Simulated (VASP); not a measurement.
# BeS (F-43m) in VASP: a series of runs

The runs below take BeS through single point, with r2SCAN.

All numbers are computed with VASP 6.6.1; they aren't measurements. Logs are shortened: lines on timing, memory, paths and dates and some standing lists are left out, and cuts for length are marked.

## Step 1: The cell of the first run

It takes space group F-43m (No. 216, cubic). The conventional cell has a = 4.820 Å, b = 4.820 Å, c = 4.820 Å, α = 90.00°, β = 90.00°, γ = 90.00°. Within 2.8 Å of Be (site symmetry -43m) lie 4 S at 2.09 Å. Within 2.8 Å of S (site symmetry -43m) lie 4 Be at 2.09 Å.

## Step 2: Single point, r2SCAN (strain -1.0%)

Contents of POSCAR:

```
BeS
1.0
    0.0000000000      2.4099631659      2.4099631659
    2.4099631659      0.0000000000      2.4099631659
    2.4099631659      2.4099631659      0.0000000000
Be S
1 1
Direct
    0.0000000000      0.0000000000      0.0000000000
    0.2500000000      0.2500000000      0.2500000000
```

Contents of INCAR.step1:

```
PREC = Accurate ; ENCUT = 520
ISMEAR = 0 ; SIGMA = 0.01
LREAL = F ; LASPH = T
NELM = 100 ; NBANDS = 11
GGA = PE ; ALGO = Normal
EDIFF = 1E-4 ; LWAVE = T
LCHARG = F
```

Contents of INCAR.step2:

```
PREC = Accurate ; ENCUT = 520
EDIFF = 1E-6 ; ISMEAR = 0
SIGMA = 0.01 ; LREAL = F
LASPH = T ; NELM = 100
ALGO = Normal ; ISIF = 2
LWAVE = F ; LCHARG = F
METAGGA = R2SCAN ; LMIXTAU = T
NBANDS = 11 ; ISTART = 1
```

Contents of KPOINTS:

```
Automatic mesh
0
Gamma
  10 10 10
```

Potentials or basis: VASP PAW PBE potentials, release 64 (Be, S).

Command:

```console
> cat potpaw_PBE.64/Be/POTCAR potpaw_PBE.64/S/POTCAR > POTCAR
> cp INCAR.step1 INCAR
> mpirun -np 1 vasp_std > vasp.out
> cp INCAR.step2 INCAR
> mpirun -np 1 vasp_std > vasp.out
```

OUTCAR:

```text
PREC = Accurate
   ENCUT = 520
   EDIFF = 1E-6
   ISMEAR = 0
   LREAL = F
   LASPH = T
   NELM = 100
   ISIF = 2
   METAGGA = R2SCAN
   ISTART = 1

 ion  position               nearest neighbor table
   1  0.000  0.000  0.000-   2 2.09   2 2.09   2 2.09   2 2.09
   2  0.250  0.250  0.250-   1 2.09   1 2.09   1 2.09   1 2.09

  LATTYP: Found a face centered cubic cell.
 ALAT       =     4.8199263318

  Lattice vectors:

 A1 = (   0.0000000000,   2.4099631659,   2.4099631659)
 A2 = (   2.4099631659,   0.0000000000,   2.4099631659)
 A3 = (   2.4099631659,   2.4099631659,   0.0000000000)

Analysis of symmetry for initial positions (statically):
=====================================================================
 Subroutine PRICEL returns:
 Original cell was already a primitive cell.

 Routine SETGRP: Setting up the symmetry group for a
 face centered cubic supercell.

 Subroutine GETGRP returns: Found 24 space group operations
 (whereof 24 operations were pure point group operations)
 out of a pool of 48 trial point group operations.

The static configuration has the point symmetry T_d .

Analysis of symmetry for dynamics (positions and initial velocities):
=====================================================================
 Subroutine PRICEL returns:
 Original cell was already a primitive cell.

 Routine SETGRP: Setting up the symmetry group for a
 face centered cubic supercell.

 Subroutine GETGRP returns: Found 24 space group operations
 (whereof 24 operations were pure point group operations)
 out of a pool of 48 trial point group operations.

The dynamic configuration has the point symmetry T_d .

 Subroutine INISYM returns: Found 24 space group operations
 (whereof 24 operations are pure point group operations),
 and found     1 'primitive' translations

----------------------------------------------------------------------------------------

                                     Primitive cell

  volume of cell :      27.9938

  direct lattice vectors                    reciprocal lattice vectors
     0.000000000  2.409963166  2.409963166    -0.207472051  0.207472051  0.207472051
     2.409963166  0.000000000  2.409963166     0.207472051 -0.207472051  0.207472051
     2.409963166  2.409963166  0.000000000     0.207472051  0.207472051 -0.207472051

  length of vectors
     3.408202594  3.408202594  3.408202594     0.359352133  0.359352133  0.359352133

  position of ions in fractional coordinates (direct lattice)
     0.000000000  0.000000000  0.000000000
     0.250000000  0.250000000  0.250000000
[... 81 lines left out ...]
   IBRION =     -1    ionic relax: 0-MD 1-quasi-New 2-CG
   NFREE  =      0    steps in history (QN), initial steepest desc. (CG)
   ISIF   =      2    stress and relaxation
   ISYM   =      2    0-nonsym 1-usesym 2-fastsym
   POTIM  = 0.5000    time-step for ionic-motion
   TEBEG  =    0.0;   TEEND  =   0.0 temperature during run
   PSTRESS=    0.0 pullay stress
   NELECT =       8.0000    total number of electrons
   NUPDOWN=      -1.0000    fix difference up-down
   EMIN   =  10.00;   EMAX   =-10.00  energy-range for DOS
   EFERMI =   0.00;   METHOD = LEGACY
   ISMEAR =     0;   SIGMA  =   0.01  broadening in eV -4-tet -1-fermi 0-gaus
   EFERMI_NEDOS =   21; number of points for ismear=-14 and -15
   IALGO  =     38    algorithm
   IMIX   =      4    mixing-type and parameters
     AMIX     =   0.40;   BMIX     =  1.00
     AMIX_MAG =   1.60;   BMIX_MAG =  1.00
  volume/ion in A,a.u.               =      14.00        94.46
  Fermi-wavevector in a.u.,A,eV,Ry     =   1.078329  2.037745 15.820751  1.162792
  Thomas-Fermi vector in A             =   2.214264
   LORBIT       =      0    0 simple, 1 ext, 2 COOP (PROOUT), +10 PAW based schemes
   METAGGA = R2SCAN    functional components
   LHFCALC =     F    Hartree Fock is set to
   AEXX    =    0.0000 exact exchange contribution
   IVDW    =     0    specifies the selected vdW correction
   LEPSILON=     F    determine dielectric tensor
   LRPA    =     F    only Hartree local field effects (RPA)
 non-spin polarized calculation
 Gauss-broadening in eV      SIGMA  =   0.01
  energy-cutoff  :      520.00
  volume of cell :       27.99
 maximum number of plane-waves:       764
 NGX is ok and might be reduce to    28
   NGX = 13   NGY = 13   NGZ = 13

 number of electron       8.0000000 magnetization

 Free energy of the ion-electron system (eV)
  ---------------------------------------------------
  ext. energy  EPLUGINS =         0.00000000
  ---------------------------------------------------
  free energy    TOTEN  =       -14.77685574 eV

  energy without entropy =      -14.77685574  energy(sigma->0) =      -14.77685574

 E-fermi :   4.2799     XC(G=0): -10.2648

 val. band max:        4.1640116656   @ k =   0.0000   0.0000   0.0000
 cond. band min:       7.6940299277   @ k =   0.5000   0.5000   0.0000
 fundamental gap:      3.5300182621
 Fermi energy:         4.2798677181

 k-point     1 :       0.0000    0.0000    0.0000
  band No.  band energies     occupation
      1     -10.2648      2.00000
      2       4.1640      2.00000
      3       4.1640      2.00000
      4       4.1640      2.00000
      5      10.4090      0.00000
      6      10.4090      0.00000
      7      10.4090      0.00000
      8      11.0225      0.00000
      9      17.6228      0.00000
     10      17.6228      0.00000
     11      20.2286      0.00000
[... 309 lines left out ...]
 k-point    24 :       0.4000    0.3000    0.0000
  band No.  band energies     occupation
      1      -8.5494      2.00000
      2      -0.1971      2.00000
      3       1.5910      2.00000
      4       1.8607      2.00000
      5       8.7116      0.00000
      6      10.5135      0.00000
      7      15.2627      0.00000
      8      15.3476      0.00000
      9      19.2427      0.00000
     10      20.3573      0.00000
     11      22.3443      0.00000

 [... further k-points ...]
[... 5 lines left out ...]
  --------------------------------------------------------------------------------------
  -------------------------------------------------------------------------------------
  Total        0.5941864      0.5941864      0.5941864      0.0000000     -0.0000000     -0.0000000
  in kB       34.0072918     34.0072918     34.0072918      0.0000000     -0.0000000     -0.0000000
  external PRESSURE =      34.0072918 kB  Pullay stress =       0.0000000 kB

 VOLUME and BASIS-vectors are now :
 -----------------------------------------------------------------------------
  energy-cutoff  :      520.00
  volume of cell :       27.99
      direct lattice vectors                 reciprocal lattice vectors
     0.000000000  2.409963166  2.409963166    -0.207472051  0.207472051  0.207472051
     2.409963166  0.000000000  2.409963166     0.207472051 -0.207472051  0.207472051
     2.409963166  2.409963166  0.000000000     0.207472051  0.207472051 -0.207472051

 POSITION                                       TOTAL-FORCE (eV/Angst)
 -----------------------------------------------------------------------------------
      0.00000      0.00000      0.00000        -0.000000     -0.000000     -0.000000
      1.20498      1.20498      1.20498         0.000000      0.000000      0.000000
 -----------------------------------------------------------------------------------
    total drift:                                0.000000      0.000000      0.000000

  FREE ENERGIE OF THE ION-ELECTRON SYSTEM (eV)
  ---------------------------------------------------
  free  energy   TOTEN  =       -14.7768557430 eV

  energy  without entropy=      -14.7768557430  energy(sigma->0) =      -14.77685574
```

OUTCAR.step1:

```text
PREC = Accurate
   ENCUT = 520
   ISMEAR = 0
   LREAL = F
   LASPH = T
[... 557 lines left out ...]
 -----------------------------------------------------------------------------------
      0.00000      0.00000      0.00000        -0.000000     -0.000000     -0.000000
      1.20498      1.20498      1.20498         0.000000      0.000000      0.000000
 -----------------------------------------------------------------------------------
    total drift:                               -0.000000     -0.000000     -0.000000

  FREE ENERGIE OF THE ION-ELECTRON SYSTEM (eV)
  ---------------------------------------------------
  free  energy   TOTEN  =       -10.0028052551 eV

  energy  without entropy=      -10.0028052551  energy(sigma->0) =      -10.00280526
```

Run time: 1.7 min. Hardware: 1 thread of Intel Xeon 8259CL, shared host; peak memory 0.16 GiB.

Results:

```yaml
Free_energy: -14.7769 eV
Pressure: 3.4 GPa
Band_gap_on_the_k_mesh: 3.53 eV, indirect (least direct gap 6.25 eV)
```

Levels at points of the mesh, in eV from the valence-band top:
```csv
k point,band 1,band 2,band 3,band 4,band 5,band 6,band 7,band 8,band 9
"(0.00, 0.00, 0.00)",-14.43,0.00,0.00,0.00,6.25,6.25,6.25,6.86,13.46
"(0.50, 0.00, 0.00)",-12.70,-6.09,-1.09,-1.08,6.17,7.13,7.13,12.16,15.82
"(0.50, 0.50, 0.00)",-12.11,-5.29,-2.78,-2.78,3.53,5.37,14.02,14.02,17.04
```

Caveat: the cell differs from its parent crystal (strain -1.0%); the PAW data sets were made with another functional, which shifts forces and pressure a little. A k mesh can miss the band edges.

## Step 3: Single point, r2SCAN

This run uses another cell than the first one, of 14.43 Å³/atom, 1.031 times its volume.

Contents of POSCAR:

```
BeS
1.0
    0.0000000000      2.4343062282      2.4343062282
    2.4343062282      0.0000000000      2.4343062282
    2.4343062282      2.4343062282      0.0000000000
Be S
1 1
Direct
    0.0000000000      0.0000000000      0.0000000000
    0.2500000000      0.2500000000      0.2500000000
```

Contents of INCAR.step1:

```
  PREC = Accurate
  ENCUT = 520
  ISMEAR = 0
  SIGMA = 0.01
  LREAL = F
  LASPH = T
  NELM = 60
  NBANDS = 11
  GGA = PE
  ALGO = Normal
  EDIFF = 1E-4
  LWAVE = T
  LCHARG = F
```

Contents of INCAR.step2:

```
  PREC = Accurate
  ENCUT = 520
  EDIFF = 1E-7
  ISMEAR = 0
  SIGMA = 0.01
  LREAL = F
  LASPH = T
  NELM = 60
  ALGO = Normal
  ISIF = 2
  LWAVE = F
  LCHARG = F
  METAGGA = R2SCAN
  LMIXTAU = T
  NBANDS = 11
  ISTART = 1
```

KPOINTS is that of step 2.

Potentials or basis: VASP PAW PBE potentials, release 64 (Be, S).

Command:

```console
> cat potpaw_PBE.64/Be/POTCAR potpaw_PBE.64/S/POTCAR > POTCAR
> cp INCAR.step1 INCAR
> mpirun -np 1 vasp_std > vasp.out
> cp INCAR.step2 INCAR
> mpirun -np 1 vasp_std > vasp.out
```

OUTCAR:

```text
PREC = Accurate
   ENCUT = 520
   EDIFF = 1E-7
   ISMEAR = 0
   LREAL = F
   LASPH = T
   NELM = 60
   ISIF = 2
   METAGGA = R2SCAN
   ISTART = 1

 ion  position               nearest neighbor table
   1  0.000  0.000  0.000-   2 2.11   2 2.11   2 2.11   2 2.11
   2  0.250  0.250  0.250-   1 2.11   1 2.11   1 2.11   1 2.11

  LATTYP: Found a face centered cubic cell.
 ALAT       =     4.8686124564

  Lattice vectors:

 A1 = (   0.0000000000,   2.4343062282,   2.4343062282)
 A2 = (   2.4343062282,   0.0000000000,   2.4343062282)
 A3 = (   2.4343062282,   2.4343062282,   0.0000000000)

Analysis of symmetry for initial positions (statically):
=====================================================================
 Subroutine PRICEL returns:
 Original cell was already a primitive cell.

 Routine SETGRP: Setting up the symmetry group for a
 face centered cubic supercell.

 Subroutine GETGRP returns: Found 24 space group operations
 (whereof 24 operations were pure point group operations)
 out of a pool of 48 trial point group operations.

The static configuration has the point symmetry T_d .

[... 163 lines left out ...]
 val. band max:        3.8484950726   @ k =   0.0000   0.0000   0.0000
 cond. band min:       7.4469234408   @ k =   0.5000   0.5000   0.0000
 fundamental gap:      3.5984283683
 Fermi energy:         3.9253041093

 k-point     1 :       0.0000    0.0000    0.0000
  band No.  band energies     occupation
      1     -10.3686      2.00000
      2       3.8485      2.00000
      3       3.8485      2.00000
      4       3.8485      2.00000
      5      10.1124      0.00000
      6      10.1124      0.00000
      7      10.1124      0.00000
      8      10.4331      0.00000
      9      17.2503      0.00000
     10      17.2503      0.00000
     11      19.6603      0.00000
[... 309 lines left out ...]
 k-point    24 :       0.4000    0.3000    0.0000
  band No.  band energies     occupation
      1      -8.7324      2.00000
      2      -0.3933      2.00000
      3       1.3779      2.00000
      4       1.6385      2.00000
      5       8.4333      0.00000
      6      10.2085      0.00000
      7      14.7785      0.00000
      8      14.8968      0.00000
      9      18.5677      0.00000
     10      19.9161      0.00000
     11      21.7279      0.00000

 [... further k-points ...]
[... 5 lines left out ...]
  --------------------------------------------------------------------------------------
  -------------------------------------------------------------------------------------
  Total        0.0484183      0.0484183      0.0484183      0.0000000      0.0000000      0.0000000
  in kB        2.6888369      2.6888369      2.6888369      0.0000000      0.0000000      0.0000000
  external PRESSURE =       2.6888369 kB  Pullay stress =       0.0000000 kB

 VOLUME and BASIS-vectors are now :
 -----------------------------------------------------------------------------
  energy-cutoff  :      520.00
  volume of cell :       28.85
      direct lattice vectors                 reciprocal lattice vectors
     0.000000000  2.434306228  2.434306228    -0.205397330  0.205397330  0.205397330
     2.434306228  0.000000000  2.434306228     0.205397330 -0.205397330  0.205397330
     2.434306228  2.434306228  0.000000000     0.205397330  0.205397330 -0.205397330

 POSITION                                       TOTAL-FORCE (eV/Angst)
 -----------------------------------------------------------------------------------
      0.00000      0.00000      0.00000        -0.000000     -0.000000     -0.000000
      1.21715      1.21715      1.21715         0.000000      0.000000      0.000000
 -----------------------------------------------------------------------------------
    total drift:                                0.000000      0.000000      0.000000

  FREE ENERGIE OF THE ION-ELECTRON SYSTEM (eV)
  ---------------------------------------------------
  free  energy   TOTEN  =       -14.7866642376 eV

  energy  without entropy=      -14.7866642376  energy(sigma->0) =      -14.78666424
```

OUTCAR.step1:

```text
PREC = Accurate
   ENCUT = 520
   ISMEAR = 0
   LREAL = F
   LASPH = T
[... 557 lines left out ...]
 -----------------------------------------------------------------------------------
      0.00000      0.00000      0.00000        -0.000000     -0.000000     -0.000000
      1.21715      1.21715      1.21715         0.000000      0.000000      0.000000
 -----------------------------------------------------------------------------------
    total drift:                               -0.000000     -0.000000     -0.000000

  FREE ENERGIE OF THE ION-ELECTRON SYSTEM (eV)
  ---------------------------------------------------
  free  energy   TOTEN  =       -10.0132330238 eV

  energy  without entropy=      -10.0132330238  energy(sigma->0) =      -10.01323302
```

OSZICAR.step1:

```text
N       E                     dE             d eps       ncg     rms          rms(c)
DAV:   1     0.202887205407E+02    0.20289E+02   -0.38386E+03  1034   0.622E+02
DAV:   2    -0.898390871501E+01   -0.29273E+02   -0.27771E+02  1404   0.115E+02
DAV:   3    -0.101746975744E+02   -0.11908E+01   -0.11877E+01  1398   0.228E+01
DAV:   4    -0.101821670259E+02   -0.74695E-02   -0.74684E-02  1237   0.202E+00
DAV:   5    -0.101822320138E+02   -0.64988E-04   -0.64987E-04  1355   0.197E-01    0.558E+00
DAV:   6    -0.100507810627E+02    0.13145E+00   -0.11826E-01  1181   0.163E+00    0.380E+00
DAV:   7    -0.100119055870E+02    0.38875E-01   -0.11406E-01  1293   0.177E+00    0.101E+00
DAV:   8    -0.100131419871E+02   -0.12364E-02   -0.65335E-03  1340   0.412E-01    0.141E-01
DAV:   9    -0.100132330238E+02   -0.91037E-04   -0.49840E-04  1293   0.140E-01
   1 F= -.10013233E+02 E0= -.10013233E+02  d E =-.516420E-49
```

It took 2.2 min on 1 thread of Intel Xeon 8259CL, shared host; peak memory 0.16 GiB.

Results:

```
Free energy            : -14.7867 eV
Pressure               : 0.3 GPa
Band gap on the k mesh : 3.60 eV, indirect (least direct gap 6.26 eV)
```

Levels at points of the mesh, in eV from the valence-band top:
```
           k point  band 2  band 3  band 4  band 5  band 6  band 7
(0.00, 0.00, 0.00)    0.00    0.00    0.00    6.26    6.26    6.26
(0.50, 0.00, 0.00)   -5.88   -1.04   -1.04    6.06    7.14    7.14
(0.50, 0.50, 0.00)   -5.13   -2.67   -2.67    3.60    5.39   13.77
```

Caveat: the PAW data sets were made with another functional, which shifts forces and pressure a little. r2SCAN opens gaps a little over a GGA but as a rule still falls short of measured ones.

## Step 4: Single point, r2SCAN (strain +5.0%)

Contents of POSCAR:

```
BeS
1.0
    0.0000000000      2.5560215396      2.5560215396
    2.5560215396      0.0000000000      2.5560215396
    2.5560215396      2.5560215396      0.0000000000
Be S
1 1
Direct
    0.0000000000      0.0000000000      0.0000000000
    0.2500000000      0.2500000000      0.2500000000
```

Contents of INCAR.step1:

```
ALGO = Normal
EDIFF = 1E-4
ENCUT = 520
GGA = PE
ISMEAR = 0
LASPH = True
LCHARG = False
LREAL = False
LWAVE = True
NBANDS = 11
NELM = 60
PREC = Accurate
SIGMA = 0.01
```

Contents of INCAR.step2:

```
ALGO = Normal
EDIFF = 1E-7
ENCUT = 520
ISIF = 2
ISMEAR = 0
ISTART = 1
LASPH = True
LCHARG = False
LMIXTAU = True
LREAL = False
LWAVE = False
METAGGA = R2SCAN
NBANDS = 11
NELM = 60
PREC = Accurate
SIGMA = 0.01
```

Contents of KPOINTS:

```
k-points
0
Gamma
  10 10 10
```

Command:

```console
> cat potpaw_PBE.64/Be/POTCAR potpaw_PBE.64/S/POTCAR > POTCAR
> cp INCAR.step1 INCAR
> mpirun -np 1 vasp_std > vasp.out
> cp INCAR.step2 INCAR
> mpirun -np 1 vasp_std > vasp.out
```

Wall time 2.2 min (1 thread of Intel Xeon 8259CL, shared host); peak memory 0.16 GiB.

The run converged. Its results:

```
Free energy            : -14.6204 eV
Pressure               : -10.7 GPa
Band gap on the k mesh : 3.87 eV, indirect (least direct gap 5.34 eV)
```

Levels at points of the mesh, in eV from the valence-band top:
```
           k point  band 1  band 2  band 3  band 4  band 5  band 6  band 7  band 8  band 9
(0.00, 0.00, 0.00)  -13.30    0.00    0.00    0.00    5.34    6.29    6.29    6.29   13.11
(0.50, 0.00, 0.00)  -12.03   -4.99   -0.85   -0.85    5.50    7.14    7.14   11.19   14.87
(0.50, 0.50, 0.00)  -11.60   -4.42   -2.20   -2.20    3.87    5.45   12.58   12.58   14.69
```

Caveat: the cell differs from its parent crystal (strain +5.0%); the PAW data sets were made with another functional, which shifts forces and pressure a little. A k mesh can miss the band edges.

## Step 5: The runs side by side

```tsv
cell	gap on the mesh (eV)	pressure (GPa)
a = 3.408 Å, angles 60.0°, 2 atoms	3.53	3.4
a = 3.443 Å, angles 60.0°, 2 atoms	3.60	0.3
a = 3.615 Å, angles 60.0°, 2 atoms	3.87	-10.7
```

Alike in all rows: task single point; level r2SCAN; potentials or basis VASP PAW PBE potentials, release 64 (Be, S); no spin polarisation; k mesh 10 × 10 × 10; cutoff (eV) 520; smearing gaussian 0.01 eV.

Caveats: the PAW data sets were made with another functional, which shifts forces and pressure a little.

Absolute energies hang on the potentials; compare differences alone.
